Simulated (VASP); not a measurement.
# SnSe (P-6m2) in VASP: single point with PBE+D3(BJ)

Aim: the single point of SnSe with PBE+D3(BJ).

Program: VASP 6.6.1. These are calculated values, not measurements. Logs are shortened: lines on timing, memory, paths and dates and some standing lists are left out, and cuts for length are marked.

## 1. The cell of the first run

Symmetry: P-6m2, No. 187, hexagonal system. The conventional cell has a = 3.921 Å, b = 3.921 Å, c = 11.032 Å, α = 90.00°, β = 90.00°, γ = 120.00°. Within 3.6 Å of Sn (site symmetry 3m) lie 3 Se at 2.75 Å. Se (site symmetry 3m) has 3 Sn at 2.75 Å and 7 Se at 3.71 to 3.92 Å within 4.0 Å.

## 2. Single point, PBE+D3(BJ)

The input, POSCAR:

```
SnSe
1.0
    3.9211211218      0.0000000000      0.0000000000
   -1.9605605609      3.3957905028      0.0000000000
    0.0000000000      0.0000000000     11.0324930241
Sn Se
2 2
Direct
    0.0000000000      0.0000000000      0.1903648171
    0.0000000000      0.0000000000      0.8096351829
    0.3333333333      0.6666666667      0.3317319837
    0.3333333333      0.6666666667      0.6682680163
```

The input, INCAR.step1:

```
SYSTEM = SnSe
PREC = Accurate
ENCUT = 520
EDIFF = 1E-6
ISMEAR = 0
SIGMA = 0.02
LREAL = .False.
LASPH = .True.
NELM = 80
ALGO = Normal
ISIF = 2
LWAVE = .False.
LCHARG = .True.
GGA = PE
IVDW = 12
NBANDS = 28
```

The input, KPOINTS.step1:

```
Automatic mesh
0
Gamma
  12 12 4
  0 0 0
```

The input, INCAR.step2:

```
SYSTEM = SnSe
PREC = Accurate
ENCUT = 520
EDIFF = 1E-6
ISMEAR = -5
SIGMA = 0.02
LREAL = .False.
LASPH = .True.
NELM = 80
ALGO = Normal
ISIF = 2
LWAVE = .False.
LCHARG = .False.
GGA = PE
IVDW = 12
LORBIT = 11
NEDOS = 2001
ICHARG = 11
```

The input, KPOINTS.step2:

```
Automatic mesh
0
Gamma
  18 18 6
  0 0 0
```

Potentials or basis: VASP PAW PBE potentials, release 64 (Sn_d, Se).

Started as:

```
$ cat potpaw_PBE.64/Sn_d/POTCAR potpaw_PBE.64/Se/POTCAR > POTCAR
$ cp INCAR.step1 INCAR
$ cp KPOINTS.step1 KPOINTS
$ mpirun -np 1 vasp_std > vasp.out
$ cp INCAR.step2 INCAR
$ cp KPOINTS.step2 KPOINTS
$ mpirun -np 1 vasp_std > vasp.out
```

OUTCAR:

```text
SYSTEM = SnSe
   PREC = Accurate
   ENCUT = 520
   EDIFF = 1E-6
   ISMEAR = -5
   LREAL = .False.
   LASPH = .True.
   NELM = 80
   ISIF = 2
   GGA = PE
   IVDW = 12
   LORBIT = 11
   ICHARG = 11
 IVDW          = 12

 ion  position               nearest neighbor table
   1  0.000  0.000  0.190-   3 2.75   3 2.75   3 2.75
   2  0.000  0.000  0.810-   4 2.75   4 2.75   4 2.75
   3  0.333  0.667  0.332-   1 2.75   1 2.75   1 2.75
   4  0.333  0.667  0.668-   2 2.75   2 2.75   2 2.75

  LATTYP: Found a hexagonal cell.
 ALAT       =     3.9211211218
 C/A-ratio  =     2.8136067929

  Lattice vectors:

 A1 = (   3.9211211218,   0.0000000000,   0.0000000000)
 A2 = (  -1.9605605609,   3.3957905028,   0.0000000000)
 A3 = (   0.0000000000,   0.0000000000,  11.0324930241)

Analysis of symmetry for initial positions (statically):
=====================================================================
 Subroutine PRICEL returns:
 Original cell was already a primitive cell.

 Routine SETGRP: Setting up the symmetry group for a
 hexagonal supercell.

 Subroutine GETGRP returns: Found 12 space group operations
 (whereof 12 operations were pure point group operations)
 out of a pool of 24 trial point group operations.

The static configuration has the point symmetry D_3h.

Analysis of symmetry for dynamics (positions and initial velocities):
=====================================================================
 Subroutine PRICEL returns:
 Original cell was already a primitive cell.

 Routine SETGRP: Setting up the symmetry group for a
 hexagonal supercell.

 Subroutine GETGRP returns: Found 12 space group operations
 (whereof 12 operations were pure point group operations)
 out of a pool of 24 trial point group operations.

The dynamic configuration has the point symmetry D_3h.

 Subroutine INISYM returns: Found 12 space group operations
 (whereof 12 operations are pure point group operations),
 and found     1 'primitive' translations

----------------------------------------------------------------------------------------

                                     Primitive cell

  volume of cell :     146.9010

  direct lattice vectors                    reciprocal lattice vectors
     3.921121122  0.000000000  0.000000000     0.255029102  0.147241121  0.000000000
    -1.960560561  3.395790503  0.000000000     0.000000000  0.294482242  0.000000000
     0.000000000  0.000000000 11.032493024     0.000000000  0.000000000  0.090641344

  length of vectors
     3.921121122  3.921121122 11.032493024     0.294482242  0.294482242  0.090641344

  position of ions in fractional coordinates (direct lattice)
     0.000000000  0.000000000  0.190364817
     0.000000000  0.000000000  0.809635183
     0.333333333  0.666666667  0.331731984
     0.333333333  0.666666667  0.668268016

  ion indices of the primitive-cell ions
   primitive index   ion index
                 1           1
                 2           2
                 3           3
                 4           4

----------------------------------------------------------------------------------------

 KPOINTS: Automatic mesh

Automatic generation of k-mesh.
 Grid dimensions read from file:
 generate k-points for:   18   18    6

 Generating k-lattice:

  Cartesian coordinates                     Fractional coordinates (reciprocal lattice)
     0.014168283  0.008180062  0.000000000     0.055555556  0.000000000  0.000000000
     0.000000000  0.016360125  0.000000000     0.000000000  0.055555556  0.000000000
     0.000000000  0.000000000  0.015106891     0.000000000  0.000000000  0.166666667

  Length of vectors
     0.016360125  0.016360125  0.015106891

  Shift w.r.t. Gamma in fractional coordinates (k-lattice)
     0.000000000  0.000000000  0.000000000

 TETIRR: Found   1977 inequivalent tetrahedra from    11664

 Subroutine IBZKPT returns following result:
 ===========================================

 Found    148 irreducible k-points:

 Following reciprocal coordinates:
            Coordinates               Weight
  0.000000  0.000000  0.000000      1.000000
  0.055556 -0.000000  0.000000      6.000000
  0.111111 -0.000000  0.000000      6.000000
  0.166667 -0.000000  0.000000      6.000000
  0.222222 -0.000000  0.000000      6.000000
  0.277778  0.000000  0.000000      6.000000
[... 16 lines left out ...]
  0.333333  0.111111  0.000000     12.000000
  0.388889  0.111111  0.000000     12.000000
 [... further k-points ...]
   k-points           NKPTS =    148   k-points in BZ     NKDIM =    148   number of bands    NBANDS=     24
   number of dos      NEDOS =   2001   number of ions     NIONS =      4
   total plane-waves  NPLWV =  75600
   dimension x,y,z NGX =    30 NGY =   30 NGZ =   84
   dimension x,y,z NGXF=    60 NGYF=   60 NGZF=  168
   ions per type =               2   2
   NGX,Y,Z   is equivalent  to a cutoff of  12.72, 12.72, 12.66 a.u.
   NGXF,Y,Z  is equivalent  to a cutoff of  25.44, 25.44, 25.32 a.u.
 SYSTEM =  SnSe
   PREC   = accura    normal or accurate (medium, high low for compatibility)
   ISTART =      0    job   : 0-new  1-cont  2-samecut
   ICHARG =     11    charge: 1-file 2-atom 10-const
   ISPIN  =      1    spin polarized calculation?
   LNONCOLLINEAR =      F non collinear calculations
   LSORBIT =      F    spin-orbit coupling
   LASPH  =      T    aspherical Exc in radial PAW
   ENCUT  =  520.0 eV  38.22 Ry    6.18 a.u.   7.29  7.29 20.51*2*pi/ulx,y,z
   NELM   =     80;   NELMIN=  2; NELMDL=  0     # of ELM steps
   EDIFF  = 0.1E-05   stopping-criterion for ELM
   LREAL  =      F    real-space projection
   EDIFFG = 0.1E-04   stopping-criterion for IOM
   NSW    =      0    number of steps for IOM
   IBRION =     -1    ionic relax: 0-MD 1-quasi-New 2-CG
   NFREE  =      0    steps in history (QN), initial steepest desc. (CG)
   ISIF   =      2    stress and relaxation
   ISYM   =      2    0-nonsym 1-usesym 2-fastsym
   POTIM  = 0.5000    time-step for ionic-motion
   TEBEG  =    0.0;   TEEND  =   0.0 temperature during run
   PSTRESS=    0.0 pullay stress
   NELECT =      40.0000    total number of electrons
   NUPDOWN=      -1.0000    fix difference up-down
   EMIN   =  10.00;   EMAX   =-10.00  energy-range for DOS
   EFERMI =   0.00;   METHOD = LEGACY
   ISMEAR =    -5;   SIGMA  =   0.02  broadening in eV -4-tet -1-fermi 0-gaus
   EFERMI_NEDOS =   21; number of points for ismear=-14 and -15
   IALGO  =     38    algorithm
   IMIX   =      4    mixing-type and parameters
     AMIX     =   0.40;   BMIX     =  1.00
     AMIX_MAG =   1.60;   BMIX_MAG =  1.00
  volume/ion in A,a.u.               =      36.73       247.83
  Fermi-wavevector in a.u.,A,eV,Ry     =   1.061092  2.005174 15.319033  1.125917
  Thomas-Fermi vector in A             =   2.196496
   LORBIT       =     11    0 simple, 1 ext, 2 COOP (PROOUT), +10 PAW based schemes
   GGA     = PE    functional components
   LHFCALC =     F    Hartree Fock is set to
   AEXX    =    0.0000 exact exchange contribution
   IVDW    =    12    specifies the selected vdW correction
   LEPSILON=     F    determine dielectric tensor
   LRPA    =     F    only Hartree local field effects (RPA)
 non-spin polarized calculation
 Fermi weights with tetrahedron method with Bloechl corrections
  energy-cutoff  :      520.00
  volume of cell :      146.90
 maximum number of plane-waves:      3995
 NGX is ok and might be reduce to    30

 number of electron      40.0000013 magnetization

 Free energy of the ion-electron system (eV)
  ---------------------------------------------------
  ext. energy  EPLUGINS =         0.00000000
  ---------------------------------------------------
  free energy    TOTEN  =       -15.99825952 eV

  energy without entropy =      -15.99825952  energy(sigma->0) =      -15.99825952

 E-fermi :   2.6848     XC(G=0):  -7.9657

 val. band max:        2.6824698650   @ k =   0.1111   0.0556   0.0000
 cond. band min:       3.5289758576   @ k =   0.3889  -0.0000   0.0000
 fundamental gap:      0.8465059925
 Fermi energy:         2.6847683501

 k-point     1 :       0.0000    0.0000    0.0000
  band No.  band energies     occupation
      1     -18.5889      2.00000
      2     -18.5889      2.00000
      3     -18.5887      2.00000
      4     -18.5887      2.00000
      5     -18.5144      2.00000
      6     -18.5144      2.00000
[... 16 lines left out ...]
     23       6.5199      0.00000
     24       6.5272      0.00000

 k-point     2 :       0.0556   -0.0000    0.0000
  band No.  band energies     occupation
      1     -18.5892      2.00000
      2     -18.5890      2.00000
      3     -18.5878      2.00000
      4     -18.5876      2.00000
      5     -18.5152      2.00000
      6     -18.5146      2.00000
[... 16 lines left out ...]
     23       6.3334      0.00000
     24       6.5673      0.00000

 k-point     3 :       0.1111   -0.0000    0.0000
  band No.  band energies     occupation
      1     -18.5904      2.00000
      2     -18.5901      2.00000
      3     -18.5848      2.00000
      4     -18.5846      2.00000
      5     -18.5175      2.00000
      6     -18.5159      2.00000
[... 16 lines left out ...]
     23       5.9340      0.00000
     24       6.3787      0.00000

 k-point     4 :       0.1667   -0.0000    0.0000
  band No.  band energies     occupation
      1     -18.5922      2.00000
      2     -18.5920      2.00000
      3     -18.5802      2.00000
      4     -18.5800      2.00000
      5     -18.5208      2.00000
      6     -18.5191      2.00000
[... 16 lines left out ...]
     23       5.6813      0.00000
     24       6.5098      0.00000

 k-point     5 :       0.2222   -0.0000    0.0000
  band No.  band energies     occupation
      1     -18.5946      2.00000
      2     -18.5944      2.00000
      3     -18.5745      2.00000
      4     -18.5743      2.00000
      5     -18.5246      2.00000
      6     -18.5230      2.00000
[... 16 lines left out ...]
     23       5.7128      0.00000
     24       6.6771      0.00000

 k-point     6 :       0.2778    0.0000    0.0000
  band No.  band energies     occupation
      1     -18.5974      2.00000
      2     -18.5971      2.00000
      3     -18.5685      2.00000
      4     -18.5683      2.00000
      5     -18.5286      2.00000
      6     -18.5269      2.00000
[... 16 lines left out ...]
     23       5.6805      0.00000
     24       6.6448      0.00000
[... 379 lines left out ...]
 k-point    21 :       0.2222    0.1111    0.0000
  band No.  band energies     occupation
      1     -18.5960      2.00000
      2     -18.5957      2.00000
      3     -18.5691      2.00000
      4     -18.5689      2.00000
      5     -18.5289      2.00000
      6     -18.5272      2.00000
[... 16 lines left out ...]
     23       5.8104      0.00000
     24       6.0742      0.00000

 k-point    22 :       0.2778    0.1111    0.0000
  band No.  band energies     occupation
      1     -18.5980      2.00000
      2     -18.5977      2.00000
      3     -18.5645      2.00000
      4     -18.5643      2.00000
      5     -18.5318      2.00000
      6     -18.5301      2.00000
[... 16 lines left out ...]
     23       5.6637      0.00000
     24       6.0442      0.00000

 k-point    23 :       0.3333    0.1111    0.0000
  band No.  band energies     occupation
      1     -18.5999      2.00000
      2     -18.5995      2.00000
      3     -18.5608      2.00000
      4     -18.5605      2.00000
      5     -18.5341      2.00000
      6     -18.5323      2.00000
[... 16 lines left out ...]
     23       5.4985      0.00000
     24       5.9822      0.00000

 k-point    24 :       0.3889    0.1111    0.0000
  band No.  band energies     occupation
      1     -18.6011      2.00000
      2     -18.6007      2.00000
      3     -18.5584      2.00000
      4     -18.5581      2.00000
      5     -18.5355      2.00000
      6     -18.5337      2.00000
[... 16 lines left out ...]
     23       5.3806      0.00000
     24       5.9167      0.00000

 [... further k-points ...]

------------------------ aborting loop because EDIFF is reached ----------------------------------------

 Edisp (eV)   -1.07507

 E8    (eV) :    -0.4798

  FORCE on cell =-STRESS in cart. coord.  units (eV):
  Direction    XX          YY          ZZ          XY          YZ          ZX
  --------------------------------------------------------------------------------------
  -------------------------------------------------------------------------------------
  Total       0.02636     0.02636     0.07980     0.00000    -0.00000     0.00000
  in kB       0.28751     0.28751     0.87033     0.00000    -0.00000     0.00000
  external pressure =        0.48 kB  Pullay stress =        0.00 kB

 VOLUME and BASIS-vectors are now :
 -----------------------------------------------------------------------------
  energy-cutoff  :      520.00
  volume of cell :      146.90
      direct lattice vectors                 reciprocal lattice vectors
     3.921121122  0.000000000  0.000000000     0.255029102  0.147241121  0.000000000
    -1.960560561  3.395790503  0.000000000     0.000000000  0.294482242  0.000000000
     0.000000000  0.000000000 11.032493024     0.000000000  0.000000000  0.090641344

 POSITION                                       TOTAL-FORCE (eV/Angst)
 -----------------------------------------------------------------------------------
      0.00000      0.00000      2.10020         0.000000      0.000000     -0.027173
      0.00000      0.00000      8.93229         0.000000     -0.000000      0.027173
     -0.00000      2.26386      3.65983         0.000000      0.000000      0.027972
     -0.00000      2.26386      7.37266        -0.000000      0.000000     -0.027972
 -----------------------------------------------------------------------------------
    total drift:                                0.000095     -0.000055      0.000000

  FREE ENERGIE OF THE ION-ELECTRON SYSTEM (eV)
  ---------------------------------------------------
  free  energy   TOTEN  =       -17.0733309941 eV

  energy  without entropy=      -17.0733309941  energy(sigma->0) =      -17.07333099

 total charge

# of ion       s       p       d       tot
------------------------------------------
    1        1.315   0.843   9.980  12.138
    2        1.315   0.843   9.980  12.138
    3        1.482   2.291   0.024   3.797
    4        1.482   2.291   0.024   3.797
--------------------------------------------------
tot          5.595   6.269  20.007  31.871
```

Run time: 4.5 min. Hardware: 1 thread of Intel Xeon 6975P-C (Granite Rapids), shared host; peak memory 0.6 GiB.

Results:

- Valence electrons inside the program's atomic spheres: Sn 12.14; Se 3.80
- Dispersion energy per atom: -0.269 eV

Levels at points of the mesh, in eV from the valence-band top:
```tsv
k point	band 17	band 18	band 19	band 20	band 21	band 22	band 23	band 24
(0.00, 0.00, 0.00)	-1.11	-1.02	-1.02	-0.05	1.08	2.21	3.84	3.84
(0.50, 0.00, 0.00)	-2.20	-2.11	-2.04	-1.11	0.88	1.89	2.31	3.80
(0.00, 0.00, 0.50)	-1.11	-1.08	-1.02	-1.02	1.48	2.08	3.88	3.92
(0.50, 0.00, 0.50)	-2.19	-2.12	-1.69	-1.49	1.40	1.41	2.61	3.44
```

Caveat: spin-orbit coupling is left out, which moves the levels of the heavy elements.
